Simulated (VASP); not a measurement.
# BN (P3m1) in VASP: single point with LDA

Aim: the single point of BN with LDA.

All numbers are computed with VASP 6.6.1; they aren't measurements. Logs are shortened: lines on timing, memory, paths and dates and some standing lists are left out, and cuts for length are marked.

## Step 1: The cell of the first run

The structure is trigonal, space group P3m1 (No. 156). Conventional cell: a = 2.554 Å, b = 2.554 Å, c = 12.531 Å, α = 90.00°, β = 90.00°, γ = 120.00°. Within 2.1 Å of B (site symmetry 3m) lie 4 N at 1.57 to 1.58 Å. B (site symmetry 3m) has 4 N at 1.57 to 1.58 Å within 2.1 Å. B (site symmetry 3m) has 4 N at 1.57 to 1.58 Å within 2.1 Å. Within 1.9 Å of B (site symmetry 3m) lie 4 N at 1.43 to 1.57 Å. Within 2.1 Å of B (site symmetry 3m) lie 4 N at 1.57 to 1.58 Å. B (site symmetry 3m) has 4 N at 1.57 to 1.58 Å within 2.1 Å. Within 2.1 Å of N (site symmetry 3m) lie 4 B at 1.57 to 1.58 Å. Within 2.1 Å of N (site symmetry 3m) lie 4 B at 1.57 to 1.58 Å.

## Step 2: Single point, LDA

Contents of INCAR:

```
SYSTEM = BN
  PREC = Accurate
  ENCUT = 520
  EDIFF = 1E-7
  ISMEAR = 0
  SIGMA = 0.05
  LREAL = .False.
  LASPH = .True.
  NELM = 60
  ALGO = Normal
  ISIF = 2
  LWAVE = .False.
  LCHARG = .False.
  NBANDS = 36
```

Contents of KPOINTS:

```
regular mesh
0
Gamma
  10 10 2
  0 0 0
```

Contents of POSCAR:

```
BN
1.0
   -2.5539396017      0.0000000000      0.0000000000
    1.2769698009     -2.2117765748      0.0000000000
    0.0000000000      0.0000000000     12.5305650000
B N
6 6
Direct
    0.3333333333      0.6666666667      0.2317831251
    0.3333333333      0.6666666667      0.5691067015
    0.3333333333      0.6666666667      0.9064302779
    0.6666666667      0.3333333333      0.0631213369
    0.6666666667      0.3333333333      0.4004449133
    0.6666666667      0.3333333333      0.7377684897
    0.3333333333      0.6666666667      0.1054729866
    0.3333333333      0.6666666667      0.4427965630
    0.3333333333      0.6666666667      0.7801201394
    0.6666666667      0.3333333333      0.9487819275
    0.6666666667      0.3333333333      0.2741347748
    0.6666666667      0.3333333333      0.6114583512
```

Potentials or basis: VASP PAW LDA potentials, release 64 (B, N).

Started as:

```
cat potpaw_LDA.64/B/POTCAR potpaw_LDA.64/N/POTCAR > POTCAR
mpirun -np 1 vasp_std > vasp.out
```

OUTCAR:

```text
SYSTEM = BN
   PREC = Accurate
   ENCUT = 520
   EDIFF = 1E-7
   ISMEAR = 0
   LREAL = .False.
   LASPH = .True.
   NELM = 60
   ISIF = 2

 ion  position               nearest neighbor table
   1  0.333  0.667  0.232-  11 1.57  11 1.57  11 1.57   7 1.58
   2  0.333  0.667  0.569-  12 1.57  12 1.57  12 1.57   8 1.58
   3  0.333  0.667  0.906-  10 1.57  10 1.57  10 1.57   9 1.58
   4  0.667  0.333  0.063-  10 1.43   7 1.57   7 1.57   7 1.57
   5  0.667  0.333  0.400-   8 1.57   8 1.57   8 1.57  11 1.58
   6  0.667  0.333  0.738-   9 1.57   9 1.57   9 1.57  12 1.58
   7  0.333  0.667  0.105-   4 1.57   4 1.57   4 1.57   1 1.58
   8  0.333  0.667  0.443-   5 1.57   5 1.57   5 1.57   2 1.58
   9  0.333  0.667  0.780-   6 1.57   6 1.57   6 1.57   3 1.58
  10  0.667  0.333  0.949-   4 1.43   3 1.57   3 1.57   3 1.57
  11  0.667  0.333  0.274-   1 1.57   1 1.57   1 1.57   5 1.58
  12  0.667  0.333  0.611-   2 1.57   2 1.57   2 1.57   6 1.58

  LATTYP: Found a hexagonal cell.
 ALAT       =     2.5539396017
 C/A-ratio  =     4.9063670071

  Lattice vectors:

 A1 = (  -2.5539396017,   0.0000000000,   0.0000000000)
 A2 = (   1.2769698009,  -2.2117765748,   0.0000000000)
 A3 = (   0.0000000000,   0.0000000000,  12.5305650000)

Analysis of symmetry for initial positions (statically):
=====================================================================
 Subroutine PRICEL returns:
 Original cell was already a primitive cell.

 Routine SETGRP: Setting up the symmetry group for a
 hexagonal supercell.

 Subroutine GETGRP returns: Found  6 space group operations
 (whereof  6 operations were pure point group operations)
 out of a pool of 24 trial point group operations.

The static configuration has the point symmetry C_3v.

Analysis of symmetry for dynamics (positions and initial velocities):
=====================================================================
 Subroutine PRICEL returns:
 Original cell was already a primitive cell.

 Routine SETGRP: Setting up the symmetry group for a
 hexagonal supercell.

 Subroutine GETGRP returns: Found  6 space group operations
 (whereof  6 operations were pure point group operations)
 out of a pool of 24 trial point group operations.

The dynamic configuration has the point symmetry C_3v.

 Subroutine INISYM returns: Found  6 space group operations
 (whereof  6 operations are pure point group operations),
[... 120 lines left out ...]
   IBRION =     -1    ionic relax: 0-MD 1-quasi-New 2-CG
   NFREE  =      0    steps in history (QN), initial steepest desc. (CG)
   ISIF   =      2    stress and relaxation
   ISYM   =      2    0-nonsym 1-usesym 2-fastsym
   POTIM  = 0.5000    time-step for ionic-motion
   TEBEG  =    0.0;   TEEND  =   0.0 temperature during run
   PSTRESS=    0.0 pullay stress
   NELECT =      48.0000    total number of electrons
   NUPDOWN=      -1.0000    fix difference up-down
   EMIN   =  10.00;   EMAX   =-10.00  energy-range for DOS
   EFERMI =   0.00;   METHOD = LEGACY
   ISMEAR =     0;   SIGMA  =   0.05  broadening in eV -4-tet -1-fermi 0-gaus
   EFERMI_NEDOS =   21; number of points for ismear=-14 and -15
   IALGO  =     38    algorithm
   IMIX   =      4    mixing-type and parameters
     AMIX     =   0.40;   BMIX     =  1.00
     AMIX_MAG =   1.60;   BMIX_MAG =  1.00
  volume/ion in A,a.u.               =       5.90        39.81
  Fermi-wavevector in a.u.,A,eV,Ry     =   1.438294  2.717982 28.146240  2.068690
  Thomas-Fermi vector in A             =   2.557277
   LORBIT       =      0    0 simple, 1 ext, 2 COOP (PROOUT), +10 PAW based schemes
   GGA     = CA    functional components
   LHFCALC =     F    Hartree Fock is set to
   AEXX    =    0.0000 exact exchange contribution
   IVDW    =     0    specifies the selected vdW correction
   LEPSILON=     F    determine dielectric tensor
   LRPA    =     F    only Hartree local field effects (RPA)
 non-spin polarized calculation
 Gauss-broadening in eV      SIGMA  =   0.05
  energy-cutoff  :      520.00
  volume of cell :       70.78
 maximum number of plane-waves:      1936
 NGX is ok and might be reduce to    20
   NGX =  9   NGY =  9   NGZ = 47

 number of electron      48.0000002 magnetization

 Free energy of the ion-electron system (eV)
  ---------------------------------------------------
  ext. energy  EPLUGINS =         0.00000000
  ---------------------------------------------------
  free energy    TOTEN  =      -115.94762678 eV

  energy without entropy =     -115.94762678  energy(sigma->0) =     -115.94762678

 E-fermi :   7.9216     XC(G=0): -13.1001

 val. band max:        7.6708676301   @ k =   0.0000   0.0000   0.0000
 cond. band min:      12.6507220944   @ k =   0.3000   0.3000   0.0000
 fundamental gap:      4.9798544642
 Fermi energy:         7.9215800655

 k-point     1 :       0.0000    0.0000    0.0000
  band No.  band energies     occupation
      1     -12.8969      2.00000
      2     -12.1449      2.00000
      3     -11.8489      2.00000
      4     -10.2563      2.00000
      5      -9.9851      2.00000
      6      -8.3327      2.00000
[... 925 lines left out ...]
     35      19.5248      0.00000
     36      19.6369      0.00000

 [... further k-points ...]
[... 5 lines left out ...]
  --------------------------------------------------------------------------------------
  -------------------------------------------------------------------------------------
  Total       -5.3916435     -5.3916435      1.1647003      0.0000000      0.0000000      0.0000000
  in kB     -122.0419725   -122.0419725     26.3634493      0.0000000      0.0000000      0.0000000
  external PRESSURE =     -72.5734986 kB  Pullay stress =       0.0000000 kB

 VOLUME and BASIS-vectors are now :
 -----------------------------------------------------------------------------
  energy-cutoff  :      520.00
  volume of cell :       70.78
      direct lattice vectors                 reciprocal lattice vectors
    -2.553939602  0.000000000  0.000000000    -0.391551938 -0.226062617  0.000000000
     1.276969801 -2.211776575  0.000000000     0.000000000 -0.452125233  0.000000000
     0.000000000  0.000000000 12.530565000     0.000000000  0.000000000  0.079804861

 POSITION                                       TOTAL-FORCE (eV/Angst)
 -----------------------------------------------------------------------------------
      0.00000     -1.47452      2.90437         0.000000      0.000000     -0.116001
      0.00000     -1.47452      7.13123        -0.000000      0.000000     -0.108410
      0.00000     -1.47452     11.35808        -0.000000      0.000000     -0.809496
     -1.27697     -0.73726      0.79095        -0.000000      0.000000      3.453106
     -1.27697     -0.73726      5.01780        -0.000000     -0.000000     -0.107896
     -1.27697     -0.73726      9.24466         0.000000     -0.000000     -0.122562
      0.00000     -1.47452      1.32164        -0.000000     -0.000000      1.044718
      0.00000     -1.47452      5.54849         0.000000     -0.000000      0.107886
      0.00000     -1.47452      9.77535        -0.000000      0.000000      0.129809
     -1.27697     -0.73726     11.88877         0.000000      0.000000     -3.692463
     -1.27697     -0.73726      3.43506        -0.000000      0.000000      0.112506
     -1.27697     -0.73726      7.66192        -0.000000      0.000000      0.108803
 -----------------------------------------------------------------------------------
    total drift:                                0.000000      0.000000      0.000015

  FREE ENERGIE OF THE ION-ELECTRON SYSTEM (eV)
  ---------------------------------------------------
  free  energy   TOTEN  =      -115.9476267782 eV

  energy  without entropy=     -115.9476267782  energy(sigma->0) =     -115.94762678
```

stdout:

```text
POSCAR found type information on POSCAR B N
 POSCAR found :  2 types and      12 ions
 scaLAPACK will be used
 LDA part: xc-table for (Slater(with rela. corr.)+CA(PZ))
 , standard interpolation
 POSCAR, INCAR and KPOINTS ok, starting setup
 FFT: planning ... GRIDC
 FFT: planning ... GRID_SOFT
 FFT: planning ... GRID
 WAVECAR not read
 entering main loop
```

Wall time 46 s (1 thread of AMD EPYC 9R45 (Zen 5), shared host); peak memory 0.15 GiB.

Results:

```yaml
Free_energy: -115.9476 eV
Pressure: -7.3 GPa
Largest_force: 3.692 eV/Å
Band_gap_on_the_k_mesh: 4.98 eV
```

Forces on the atoms (eV/Å):
```
B    0.000  0.000 -0.116
B    0.000  0.000 -0.108
B    0.000  0.000 -0.809
B    0.000  0.000  3.453
B    0.000  0.000 -0.108
B    0.000  0.000 -0.123
N    0.000  0.000  1.045
N    0.000  0.000  0.108
N    0.000  0.000  0.130
N    0.000  0.000 -3.692
N    0.000  0.000  0.113
N    0.000  0.000  0.109
```

Caveat: forces of over 1 eV/Å act on the atoms, so gaps and moduli don't describe the material at rest. A hybrid or GW would open this gap; LDA tends to underestimate it.
